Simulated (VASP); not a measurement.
Here is a VASP 6.6.1 calculation.

File POSCAR:

```
Sr
1.0
    3.6695508617      0.0000000000      0.0000000000
   -1.8347754308      3.1779242667      0.0000000000
    0.0000000000      0.0000000000      6.1775923291
Sr
2
Direct
    0.3333333333      0.6666666667      0.2500000000
    0.6666666667      0.3333333333      0.7500000000
```

INCAR.step1

```
PREC = Accurate
ENCUT = 520
ISMEAR = 0
SIGMA = 0.1
LREAL = False
LASPH = True
NELM = 100
NBANDS = 17
GGA = PE
ALGO = Normal
EDIFF = 1E-4
LWAVE = True
LCHARG = False
```

File INCAR.step2:

```
PREC = Accurate
ENCUT = 520
EDIFF = 1E-6
ISMEAR = 0
SIGMA = 0.1
LREAL = False
LASPH = True
NELM = 100
ALGO = Normal
ISIF = 2
LWAVE = False
LCHARG = True
METAGGA = R2SCAN
LMIXTAU = True
LELF = True
LVHAR = True
NBANDS = 17
ISTART = 1
```

File KPOINTS:

```
regular mesh
0
Gamma
  12 12 8
```

Potentials or basis: VASP PAW PBE potentials, release 64 (Sr_sv).

The run is started by

```sh
$ cat potpaw_PBE.64/Sr_sv/POTCAR > POTCAR
$ cp INCAR.step1 INCAR
$ mpirun -np 1 vasp_std > vasp.out
$ cp INCAR.step2 INCAR
$ mpirun -np 1 vasp_std > vasp.out
```

Q: Predict the band gap on the k mesh.

A: Zero (band 10 reaches 3.52 eV, above the bottom of band 11 at 2.89 eV).

Q: What does it give for the pressure?

A: 10.1 GPa.

Caveat: the PAW data sets were made with another functional, which shifts forces and pressure a little.
